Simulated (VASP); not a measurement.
Input of a VASP 6.6.1 run:

The input INCAR:

```
SYSTEM = Ag
  PREC = Accurate
  ENCUT = 520
  EDIFF = 1E-6
  ISMEAR = 0
  SIGMA = 0.15
  LREAL = .FALSE.
  LASPH = .TRUE.
  NELM = 60
  ALGO = Fast
  ISIF = 2
  LWAVE = .FALSE.
  LCHARG = .FALSE.
  GGA = PS
  NBANDS = 18
```

Contents of KPOINTS:

```
Automatic mesh
0
G
  24 24 14
  0 0 0
```

File POSCAR:

```
Ag
1.0
    3.0964276819      0.0000000000      0.0000000000
   -1.5482138409      2.6815850335      0.0000000000
    0.0000000000      0.0000000000      4.5030863317
Ag
2
Direct
    0.3333333333      0.6666666667      0.2500000000
    0.6666666667      0.3333333333      0.7500000000
```

Potentials or basis: VASP PAW PBE potentials, release 64 (Ag).

The run is started by

```bash
$ cat potpaw_PBE.64/Ag/POTCAR > POTCAR
$ mpirun -np 1 vasp_std > vasp.out
```

(1) Predict the pressure.

(2) What does it give for the band gap on the k mesh?

Results:

(1) -8.5 GPa.

(2) zero (bands 11 and 12 overlap by 6.58 eV).

Caveat: the cell differs from its parent crystal (strain +0.080 along x and y, -0.040 along z); the stress differs along the axes, from -11 to -4 GPa; the PAW data sets were made with another functional, which shifts forces and pressure a little.
